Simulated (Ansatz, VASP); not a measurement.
# HC8 in VASP and in Ansatz

```xyz
9
Lattice="4.9313 0.0000 0.0000 -2.4657 4.2706 0.0000 0.0000 0.0000 17.0000" Properties=species:S:1:pos:R:3 pbc="T T T"
C     1.2328    0.7118    4.0000
C     0.0000    2.8471    4.0000
C     3.6985    0.7118    4.0000
C     2.4657    2.8471    4.0000
C     0.0000    1.4235    4.0000
C    -1.2328    3.5589    4.0000
C     2.4657    1.4235    4.0000
C     1.2328    3.5589    4.0000
H     1.2328    0.7118    6.8300
```

Alike in both runs: task single point; functional PBE; dispersion D3(BJ); k mesh 6 × 6 × 1; occupations gaussian, width 0.1 eV; collinear spin.

|  | VASP | Ansatz |
| --- | --- | --- |
| version | VASP 6.6.1 | Ansatz 0.2.0 |
| potentials or method | VASP PAW PBE potentials, release 64 (C, H), cutoff 520 eV | scalar-relativistic, plane waves, PAW |
| valence electrons in the cell | 33 | 33 |

```csv
,VASP,Ansatz,Ansatz less VASP
gap on the k mesh at the Fermi level (eV),0.02,0.02,-0.001
least direct gap on the mesh (eV),0.02,0.02,-0.001
rms of the force components (eV/Å),0.010,0.010,-0.0001
net moment per atom (μB),0.11,0.11,0.000
size of the moment on the site where the two differ most (μB),0.38,0.84,+0.463
```

Site moments also hang on the region over which each program counts them. Atom by atom the forces differ by 0.000 eV/Å (rms over components). Ansatz's warnings: stability check not made.
